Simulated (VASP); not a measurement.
Write the native input for VASP 6.6.1 that does the following.

```
Task                   : single point
Functional             : PBEsol
Potentials or basis    : VASP PAW PBE potentials, release 64 (Sc_sv, Al)
Cutoff                 : 520 eV
k mesh                 : 12 × 12 × 12
Occupations            : gaussian, width 0.1 eV
Spin                   : no spin polarisation
Dipole correction      : no
Further INCAR settings : ALGO = Normal; EDIFF = 1e-06; NBANDS = 14
```

The structure of ScAl lies in POSCAR:

```
ScAl
1.0
    3.3444038945      0.0000000000      0.0000000000
    0.0000000000      3.3444038945      0.0000000000
    0.0000000000      0.0000000000      3.3444038945
Sc Al
1 1
Direct
    0.5000000000      0.5000000000      0.5000000000
    0.0000000000      0.0000000000      0.0000000000
```

These files were run (other wordings do the same):

INCAR

```
ALGO = Normal
EDIFF = 1E-6
ENCUT = 520
GGA = PS
ISIF = 2
ISMEAR = 0
LASPH = T
LCHARG = F
LREAL = F
LWAVE = F
NBANDS = 14
NELM = 100
PREC = Accurate
SIGMA = 0.1
```

KPOINTS

```
k-points
0
Gamma
  12 12 12
```

Potentials or basis: VASP PAW PBE potentials, release 64 (Sc_sv, Al).

Launch:

```sh
$ cat potpaw_PBE.64/Sc_sv/POTCAR potpaw_PBE.64/Al/POTCAR > POTCAR
$ mpirun -np 1 vasp_std > vasp.out
```

It gave:

The pressure is 0.1 GPa. The band gap on the k mesh is zero (band 7 reaches 6.48 eV, above the bottom of band 8 at 5.29 eV).

Caveat: the PAW data sets were made with another functional, which shifts forces and pressure a little.

Wall time 16 s on 1 thread of Intel(R) Xeon(R) 6975P-C (Granite Rapids) (shared host), peak memory 0.18 GiB.
